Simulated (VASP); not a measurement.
Runs of VASP 6.6.1 on Al3GaN4. The structure is that of space group Pm (No. 6), or close to it. The cells are those of the table. 

```tsv
cell	gap on the mesh (eV)	pressure (GPa)	largest force (eV/Å)
a = 5.043, b = 3.052, c = 5.418 Å, 8 atoms	3.59	(b)	0.35
a = 5.043, b = 2.895, c = 5.418 Å, 8 atoms	3.62	19.7	(c)
a = 5.043, b = 2.974, c = 5.418 Å, 8 atoms	3.63	12.0	0.78
a = 5.043, b = 3.208, c = 5.418 Å, 8 atoms	3.27	-4.7	0.27
a = 5.043, b = 2.817, c = 5.418 Å, 8 atoms	3.55	(a)	1.96
```

Alike in all rows: task single point; level PBEsol; potentials or basis VASP PAW PBE potentials, release 64 (Al, Ga_d, N); no spin polarisation; k mesh 6 × 8 × 4; cutoff (eV) 520; smearing gaussian 0.05 eV.

Task: Estimate the missing entries.

Result: (a) 28.9; (b) 5.5; (c) 1.31.

Caveats: the PAW data sets were made with another functional, which shifts forces and pressure a little.

A k mesh can miss the band edges, and the runs leave out spin-orbit coupling on Ga.
